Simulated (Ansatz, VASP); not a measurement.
# One calculation of Mg, two programs

```
Mg
1.0
     3.20994    0.00000    0.00000
    -1.60497    2.77989    0.00000
     0.00000    0.00000    5.13994
Mg
2
Direct
  0.33333 0.66667 0.25000
  0.66667 0.33333 0.75000
```

Alike in both runs: task relaxation of cell and atoms; functional PBE; k mesh 15 × 15 × 8; occupations fermi-dirac, width 0.15 eV; no spin polarisation.

|  | VASP | Ansatz |
| --- | --- | --- |
| version | VASP 6.6.1 | Ansatz 0.2.0 |
| potentials or method | VASP PAW PBE potentials, release 64 (Mg), cutoff 600 eV | scalar-relativistic, plane waves, PAW |
| valence electrons in the cell | 4 | 20 |

```tsv
	VASP	Ansatz	Ansatz less VASP
gap on the k mesh at the Fermi level, each at its own relaxed structure (eV)	none	none	-
relaxed volume (Å³/atom)	22.92	22.99	+0.074
relaxed length of the cell vector where the two differ most in proportion (Å)	3.203	3.207	+0.0035
```

A gap of «none» marks a metal or a gap that the smearing closes. VASP's potentials hold 4 valence electrons a cell and Ansatz's 20, so a difference there can come from the potentials and not from the codes.
